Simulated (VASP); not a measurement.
A run of VASP 6.6.1:

INCAR

```
PREC = Accurate
ENCUT = 520
EDIFF = 1E-6
ISMEAR = 0
SIGMA = 0.1
LREAL = False
LASPH = True
NELM = 80
ALGO = Normal
ISIF = 2
LWAVE = False
LCHARG = True
GGA = PE
LELF = True
LVHAR = True
NBANDS = 43
```

Contents of KPOINTS:

```
regular mesh
0
Gamma
  8 8 8
```

File POSCAR:

```
Pb2O
1.0
    5.4753739830      0.0000000000      0.0000000000
    0.0000000000      5.4753739830      0.0000000000
    0.0000000000      0.0000000000      5.4753739830
Pb O
4 2
Direct
    0.2500000000      0.2500000000      0.2500000000
    0.7500000000      0.7500000000      0.2500000000
    0.2500000000      0.7500000000      0.7500000000
    0.7500000000      0.2500000000      0.7500000000
    0.0000000000      0.0000000000      0.0000000000
    0.5000000000      0.5000000000      0.5000000000
```

Potentials or basis: VASP PAW PBE potentials, release 64 (Pb_d, O).

Run with:

```sh
$ cat potpaw_PBE.64/Pb_d/POTCAR potpaw_PBE.64/O/POTCAR > POTCAR
$ mpirun -np 1 vasp_std > vasp.out
```

Hardware: 1 thread of Intel(R) Xeon(R) Platinum 8259CL CPU @ 2.50GHz (Skylake/Cascade Lake), on a shared host.

**Question.** How long does it take, and how much memory?

**Answer.** Run time: 5.8 min on 1 thread of Intel(R) Xeon(R) Platinum 8259CL CPU @ 2.50GHz (Skylake/Cascade Lake), with other jobs on the host, peak memory 0.36 GiB. Counts: scf iterations 20, k points 35.
